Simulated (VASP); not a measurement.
Wanted: the native input for a VASP 6.6.1 run.

```
Task                   : single point
Functional             : LDA
Potentials or basis    : VASP PAW LDA potentials, release 64 (In_d, As)
Cutoff                 : 520 eV
k mesh                 : 14 × 14 × 14
Occupations            : fermi-dirac, width 0.08 eV
Spin                   : no spin polarisation
Dipole correction      : no
Further INCAR settings : ALGO = Normal; EDIFF = 1e-06; NBANDS = 16
```

The structure of InAs lies in POSCAR:

```
InAs
1.0
    0.0000000000      2.9554649846      2.9554649846
    2.9554649846      0.0000000000      2.9554649846
    2.9554649846      2.9554649846      0.0000000000
In As
1 1
Direct
    0.0000000000      0.0000000000      0.0000000000
    0.7500000000      0.7500000000      0.7500000000
```

The input as run:

INCAR

```
SYSTEM = InAs
ALGO = Normal
EDIFF = 1E-6
ENCUT = 520
GGA = CA
ISIF = 2
ISMEAR = -1
LASPH = .TRUE.
LCHARG = .TRUE.
LELF = .TRUE.
LREAL = .FALSE.
LVHAR = .TRUE.
LWAVE = .FALSE.
NBANDS = 16
NELM = 100
PREC = Accurate
SIGMA = 0.08
```

KPOINTS

```
k-points
0
G
  14 14 14
  0 0 0
```

Potentials or basis: VASP PAW LDA potentials, release 64 (In_d, As).

The run is started by

```sh
$ cat potpaw_LDA.64/In_d/POTCAR potpaw_LDA.64/As/POTCAR > POTCAR
$ mpirun -np 1 vasp_std > vasp.out
```

Results of the run:

```json
{
 "Pressure": "4.2 GPa",
 "Band gap on the k mesh": "zero (filled and empty bands touch)"
}
```

Caveat: the cell stands under pressure; semilocal functionals underestimate gaps, and a narrow one can read as zero; spin-orbit coupling is left out, which moves the levels of the heavy elements.

Run time: 62 s on 1 thread of Intel(R) Xeon(R) Platinum 8488C (Sapphire Rapids) (shared host), peak memory 0.22 GiB.
